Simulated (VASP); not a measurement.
# Cl in VASP: single point with PBE

Aim: the single point of Cl with PBE.

Everything below comes from runs of VASP 6.6.1. Logs are shortened: lines on timing, memory, paths and dates and some standing lists are left out, and cuts for length are marked.

## 1. The cell of the first run

The cell holds a sublattice, 2 atoms: a = 3.742 Å, b = 3.924 Å, c = 5.863 Å, α = 90.00°, β = 108.61°, γ = 90.00°.

## 2. Single point, PBE, collinear spin, ferromagnetic start

File INCAR:

```
  PREC = Accurate
  ENCUT = 520
  EDIFF = 1E-6
  ISMEAR = 0
  SIGMA = 0.1
  LREAL = F
  LASPH = T
  NELM = 150
  ALGO = Normal
  ISIF = 2
  LWAVE = F
  LCHARG = F
  ISPIN = 2
  MAGMOM = 1 1
  LORBIT = 11
  GGA = PE
  NBANDS = 18
```

File KPOINTS:

```
Automatic mesh
0
Gamma
  8 8 8
```

File POSCAR:

```
Cl
1.0
    3.7418194060      0.0000000000      0.0000000000
    0.0000000000      0.0000000000     -3.9240373500
   -1.8709097030      5.5565952358      0.0000000000
Cl
2
Direct
    0.1345512700      0.7500000000      0.2691025400
    0.8654487300      0.2500000000      0.7308974600
```

Potentials or basis: VASP PAW PBE potentials, release 64 (Cl).

Launch:

```sh
$ cat potpaw_PBE.64/Cl/POTCAR > POTCAR
$ mpirun -np 1 vasp_std > vasp.out
```

OUTCAR:

```text
PREC = Accurate
   ENCUT = 520
   EDIFF = 1E-6
   ISMEAR = 0
   LREAL = F
   LASPH = T
   NELM = 150
   ISIF = 2
   ISPIN = 2
   LORBIT = 11
   GGA = PE

 ion  position               nearest neighbor table
   1  0.135  0.750  0.269-
   2  0.865  0.250  0.731-

  LATTYP: Found a base centered orthorhombic cell.
 ALAT       =     3.7418194060
 B/A-ratio  =     2.9699964819
 C/A-ratio  =     1.0486976853

  Lattice vectors:

 A1 = (  -1.8709097030,  -5.5565952358,   0.0000000000)
 A2 = (  -1.8709097030,   5.5565952358,   0.0000000000)
 A3 = (   0.0000000000,   0.0000000000,  -3.9240373500)

Analysis of symmetry for initial positions (statically):
=====================================================================
 Subroutine PRICEL returns:
 Original cell was already a primitive cell.

 Routine SETGRP: Setting up the symmetry group for a
 base centered orthorhombic supercell.

 Subroutine GETGRP returns: Found  8 space group operations
 (whereof  4 operations were pure point group operations)
 out of a pool of  8 trial point group operations.

The static configuration has the point symmetry C_2h.
 The point group associated with its full space group is D_2h.

Analysis of symmetry for dynamics (positions and initial velocities):
=====================================================================
 Subroutine PRICEL returns:
 Original cell was already a primitive cell.

 Routine SETGRP: Setting up the symmetry group for a
 base centered orthorhombic supercell.

 Subroutine GETGRP returns: Found  8 space group operations
 (whereof  4 operations were pure point group operations)
 out of a pool of  8 trial point group operations.

The dynamic configuration has the point symmetry C_2h.
 The point group associated with its full space group is D_2h.

Analysis of structural, dynamic, and magnetic symmetry:
=====================================================================
 Subroutine PRICEL returns:
 Original cell was already a primitive cell.

 Routine SETGRP: Setting up the symmetry group for a
 base centered orthorhombic supercell.

 Subroutine GETGRP returns: Found  8 space group operations
 (whereof  4 operations were pure point group operations)
 out of a pool of  8 trial point group operations.

The overall configuration has the point symmetry C_2h.
 The point group associated with its full space group is D_2h.

 Subroutine INISYM returns: Found  8 space group operations
 (whereof  4 operations are pure point group operations),
 and found     1 'primitive' translations

----------------------------------------------------------------------------------------

                                     Primitive cell

  volume of cell :      81.5877

  direct lattice vectors                    reciprocal lattice vectors
     3.741819406  0.000000000  0.000000000     0.267249670  0.089983160  0.000000000
     0.000000000  0.000000000 -3.924037350     0.000000000  0.000000000 -0.254839572
    -1.870909703  5.556595236  0.000000000     0.000000000  0.179966321  0.000000000

  length of vectors
     3.741819406  3.924037350  5.863109562     0.281991764  0.254839572  0.179966321

  position of ions in fractional coordinates (direct lattice)
     0.134551270  0.750000000  0.269102540
     0.865448730  0.250000000  0.730897460

  ion indices of the primitive-cell ions
   primitive index   ion index
                 1           1
                 2           2

----------------------------------------------------------------------------------------

 KPOINTS: Automatic mesh

Automatic generation of k-mesh.
 Grid dimensions read from file:
 generate k-points for:    8    8    8

 Generating k-lattice:

  Cartesian coordinates                     Fractional coordinates (reciprocal lattice)
     0.033406209  0.011247895  0.000000000     0.125000000  0.000000000  0.000000000
     0.000000000  0.000000000 -0.031854947     0.000000000  0.125000000  0.000000000
     0.000000000  0.022495790  0.000000000     0.000000000  0.000000000  0.125000000

  Length of vectors
     0.035248971  0.031854947  0.022495790

  Shift w.r.t. Gamma in fractional coordinates (k-lattice)
     0.000000000  0.000000000  0.000000000

 Subroutine IBZKPT returns following result:
 ===========================================

 Found    105 irreducible k-points:

 Following reciprocal coordinates:
            Coordinates               Weight
  0.000000  0.000000  0.000000      1.000000
  0.125000  0.000000  0.000000      4.000000
  0.250000  0.000000  0.000000      4.000000
  0.375000  0.000000  0.000000      4.000000
  0.500000  0.000000  0.000000      2.000000
  0.000000  0.125000  0.000000      2.000000
[... 16 lines left out ...]
  0.250000  0.500000  0.000000      4.000000
  0.375000  0.500000  0.000000      4.000000
 [... further k-points ...]
   k-points           NKPTS =    105   k-points in BZ     NKDIM =    105   number of bands    NBANDS=     18
   number of dos      NEDOS =    301   number of ions     NIONS =      2
   total plane-waves  NPLWV =  40320
   dimension x,y,z NGX =    28 NGY =   30 NGZ =   48
   dimension x,y,z NGXF=    56 NGYF=   60 NGZF=   96
   ions per type =               2
   NGX,Y,Z   is equivalent  to a cutoff of  12.44, 12.71, 13.61 a.u.
   NGXF,Y,Z  is equivalent  to a cutoff of  24.88, 25.42, 27.22 a.u.
 SYSTEM =  unknown system
   PREC   = accura    normal or accurate (medium, high low for compatibility)
   ISTART =      0    job   : 0-new  1-cont  2-samecut
   ICHARG =      2    charge: 1-file 2-atom 10-const
   ISPIN  =      2    spin polarized calculation?
   LNONCOLLINEAR =      F non collinear calculations
   LSORBIT =      F    spin-orbit coupling
   LASPH  =      T    aspherical Exc in radial PAW
   ENCUT  =  520.0 eV  38.22 Ry    6.18 a.u.   6.96  7.30 10.90*2*pi/ulx,y,z
   NELM   =    150;   NELMIN=  2; NELMDL= -5     # of ELM steps
   EDIFF  = 0.1E-05   stopping-criterion for ELM
   LREAL  =      F    real-space projection
   EDIFFG = 0.1E-04   stopping-criterion for IOM
   NSW    =      0    number of steps for IOM
   IBRION =     -1    ionic relax: 0-MD 1-quasi-New 2-CG
   NFREE  =      0    steps in history (QN), initial steepest desc. (CG)
   ISIF   =      2    stress and relaxation
   ISYM   =      2    0-nonsym 1-usesym 2-fastsym
   POTIM  = 0.5000    time-step for ionic-motion
   TEBEG  =    0.0;   TEEND  =   0.0 temperature during run
   PSTRESS=    0.0 pullay stress
   NELECT =      14.0000    total number of electrons
   NUPDOWN=      -1.0000    fix difference up-down
   EMIN   =  10.00;   EMAX   =-10.00  energy-range for DOS
   EFERMI =   0.00;   METHOD = LEGACY
   ISMEAR =     0;   SIGMA  =   0.10  broadening in eV -4-tet -1-fermi 0-gaus
   EFERMI_NEDOS =   21; number of points for ismear=-14 and -15
   IALGO  =     38    algorithm
   IMIX   =      4    mixing-type and parameters
     AMIX     =   0.40;   BMIX     =  1.00
     AMIX_MAG =   1.60;   BMIX_MAG =  1.00
  volume/ion in A,a.u.               =      40.79       275.29
  Fermi-wavevector in a.u.,A,eV,Ry     =   0.909723  1.719128 11.260131  0.827596
  Thomas-Fermi vector in A             =   2.033801
   LORBIT       =     11    0 simple, 1 ext, 2 COOP (PROOUT), +10 PAW based schemes
   GGA     = PE    functional components
   LHFCALC =     F    Hartree Fock is set to
   AEXX    =    0.0000 exact exchange contribution
   IVDW    =     0    specifies the selected vdW correction
   LEPSILON=     F    determine dielectric tensor
   LRPA    =     F    only Hartree local field effects (RPA)
 spin polarized calculation
 Gauss-broadening in eV      SIGMA  =   0.10
  energy-cutoff  :      520.00
  volume of cell :       81.59
 maximum number of plane-waves:      2225
   NGX = 13   NGY = 15   NGZ = 21

 number of electron      13.9999996 magnetization       2.0000000

 Free energy of the ion-electron system (eV)
  ---------------------------------------------------
  ext. energy  EPLUGINS =         0.00000000
  ---------------------------------------------------
  free energy    TOTEN  =        -1.49775430 eV

  energy without entropy =       -1.47622822  energy(sigma->0) =       -1.48699126

 E-fermi :  -3.2079     XC(G=0):  -6.5978

 val. band max:       -3.2092112348   @ k =   0.3750   0.0000   0.2500
 cond. band min:      -3.2070242617   @ k =   0.0000   0.1250   0.5000
 fundamental gap:      0.0021869731
 Fermi energy:        -3.2079142509

 spin component 1

 k-point     1 :       0.0000    0.0000    0.0000
  band No.  band energies     occupation
      1     -16.9857      1.00000
      2     -16.5600      1.00000
      3      -5.5106      1.00000
      4      -4.4456      1.00000
      5      -4.0504      1.00000
      6      -3.8885      1.00000
[... 10 lines left out ...]
     17      11.9810      0.00000
     18      12.7888      0.00000
[... 463 lines left out ...]
 k-point    24 :       0.3750    0.5000    0.0000
  band No.  band energies     occupation
      1     -16.5994      1.00000
      2     -16.5994      1.00000
      3      -5.1077      1.00000
      4      -5.1077      1.00000
      5      -4.6600      1.00000
      6      -4.6600      1.00000
[... 10 lines left out ...]
     17      13.4605      0.00000
     18      13.4605      0.00000

 [... further k-points ...]

 spin component 2

 k-point     1 :       0.0000    0.0000    0.0000
  band No.  band energies     occupation
      1     -15.9764      1.00000
      2     -15.5173      1.00000
      3      -4.5320      1.00000
      4      -3.5729      1.00000
      5      -3.1459      0.19026
      6      -2.9722      0.00043
[... 10 lines left out ...]
     17      12.6693      0.00000
     18      13.4298      0.00000
[... 463 lines left out ...]
 k-point    24 :       0.3750    0.5000    0.0000
  band No.  band energies     occupation
      1     -15.5559      1.00000
      2     -15.5559      1.00000
      3      -4.2763      1.00000
      4      -4.2763      1.00000
      5      -3.7456      1.00000
      6      -3.7456      1.00000
[... 10 lines left out ...]
     17      14.0984      0.00000
     18      14.0984      0.00000

 [... further k-points ...]

------------------------ aborting loop because EDIFF is reached ----------------------------------------

  FORCE on cell =-STRESS in cart. coord.  units (eV):
  Direction    XX          YY          ZZ          XY          YZ          ZX
  --------------------------------------------------------------------------------------
  -------------------------------------------------------------------------------------
  Total       -1.1976780     -1.8253768     -0.9949879      0.0000000      0.0000000      0.0000000
  in kB      -23.5193830    -35.8458102    -19.5390590      0.0000000      0.0000000      0.0000000
  external PRESSURE =     -26.3014174 kB  Pullay stress =       0.0000000 kB

 VOLUME and BASIS-vectors are now :
 -----------------------------------------------------------------------------
  energy-cutoff  :      520.00
  volume of cell :       81.59
      direct lattice vectors                 reciprocal lattice vectors
     3.741819406  0.000000000  0.000000000     0.267249670  0.089983160  0.000000000
     0.000000000  0.000000000 -3.924037350     0.000000000  0.000000000 -0.254839572
    -1.870909703  5.556595236  0.000000000     0.000000000  0.179966321  0.000000000

 POSITION                                       TOTAL-FORCE (eV/Angst)
 -----------------------------------------------------------------------------------
      0.00000      1.49529     -2.94303         0.000000     -0.137237     -0.000000
      1.87091      4.06130     -0.98101         0.000000      0.137237      0.000000
 -----------------------------------------------------------------------------------
    total drift:                               -0.000000      0.000000      0.000000

  FREE ENERGIE OF THE ION-ELECTRON SYSTEM (eV)
  ---------------------------------------------------
  free  energy   TOTEN  =        -1.4977542959 eV

  energy  without entropy=       -1.4762282241  energy(sigma->0) =       -1.48699126

 total charge

# of ion       s       p       d       tot
------------------------------------------
    1        1.628   3.254   0.000   4.882
    2        1.628   3.254   0.000   4.882
--------------------------------------------------
tot          3.255   6.508   0.000   9.763

 magnetization (x)

# of ion       s       p       d       tot
------------------------------------------
    1        0.016   0.755   0.000   0.770
    2        0.016   0.755   0.000   0.770
--------------------------------------------------
tot          0.032   1.509   0.000   1.541
```

It took 4.6 min on 1 thread of Oxide Virtual Turin-like, shared host; peak memory 0.31 GiB.

Results:

* Free energy: -1.4978 eV
* Pressure: -2.6 GPa
* Largest force: 0.137 eV/Å
* Band gap on the k mesh: zero (filled and empty bands overlap)
* Net moment: 2.00 μB per cell
* Site moments: Cl +0.77 μB
* Valence electrons inside the program's atomic spheres: Cl 4.88

Forces in eV/Å, atoms in the order of the input:
```
Cl   0.000 -0.137  0.000
Cl   0.000  0.137  0.000
```

Stress tensor (GPa, compression positive):
```
-2.35  0.00  0.00
 0.00 -3.58  0.00
 0.00  0.00 -1.95
```
